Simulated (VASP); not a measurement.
CdO2:

```
Cd O
1.0
     5.40472    0.00000    0.00000
     0.00000    5.40472    0.00000
     0.00000    0.00000    5.40472
Cd O
4 8
Direct
  0.50000 0.00000 0.00000
  0.00000 0.00000 0.50000
  0.00000 0.50000 0.00000
  0.50000 0.50000 0.50000
  0.08032 0.41968 0.58032
  0.41968 0.58032 0.08032
  0.58032 0.08032 0.41968
  0.91968 0.91968 0.91968
  0.08032 0.08032 0.08032
  0.41968 0.91968 0.58032
  0.58032 0.41968 0.91968
  0.91968 0.58032 0.41968
```

- Program: VASP 6.6.1
- Task: relaxation of cell and atoms
- Functional: PBEsol
- Potentials or basis: VASP PAW PBE potentials, release 64 (Cd, O)
- Cutoff: 600 eV
- k mesh: 4 × 4 × 4
- Occupations: fermi-dirac, width 0.03 eV
- Spin: no spin polarisation

At the start: pressure -5.9 GPa; volume 13.16 Å³/atom.

**Question.** Where does the relaxation end?

**Answer.** Over 5 steps the energy falls by 12.7 meV/atom and the volume is 12.49 Å³/atom (-5.1 %); space group Pa-3 (No. 205, to 0.1 Å) before and after.

The path:
| step | energy change (eV) | largest force (eV/Å) | pressure (GPa) | volume (Å³) |
| --- | --- | --- | --- | --- |
| 1 | 0.0000 | 0.2105 | -5.90 | 157.88 |
| 2 | -0.0768 | 0.8323 | 3.61 | 147.06 |
| 3 | -0.1346 | 0.3891 | -0.49 | 151.17 |
| 4 | -0.1454 | 0.2220 | 0.40 | 149.02 |
| 5 | -0.1519 | 0.0036 | 0.03 | 149.84 |

Final structure:
```cif
data_structure
_symmetry_space_group_name_H-M 'P 1'
_symmetry_Int_Tables_number 1
_cell_length_a 5.3114
_cell_length_b 5.3114
_cell_length_c 5.3114
_cell_angle_alpha 90.000
_cell_angle_beta 90.000
_cell_angle_gamma 90.000
_cell_volume 149.84
loop_
_atom_site_label
_atom_site_type_symbol
_atom_site_fract_x
_atom_site_fract_y
_atom_site_fract_z
_atom_site_occupancy
Cd1 Cd 0.50000 0.00000 0.00000 1
Cd2 Cd 0.00000 0.00000 0.50000 1
Cd3 Cd 0.00000 0.50000 0.00000 1
Cd4 Cd 0.50000 0.50000 0.50000 1
O1 O 0.08074 0.41926 0.58074 1
O2 O 0.41926 0.58074 0.08074 1
O3 O 0.58074 0.08074 0.41926 1
O4 O 0.91926 0.91926 0.91926 1
O5 O 0.08074 0.08074 0.08074 1
O6 O 0.41926 0.91926 0.58074 1
O7 O 0.58074 0.41926 0.91926 1
O8 O 0.91926 0.58074 0.41926 1
```

Caveat: the PAW data sets were made with another functional, which shifts forces and pressure a little.
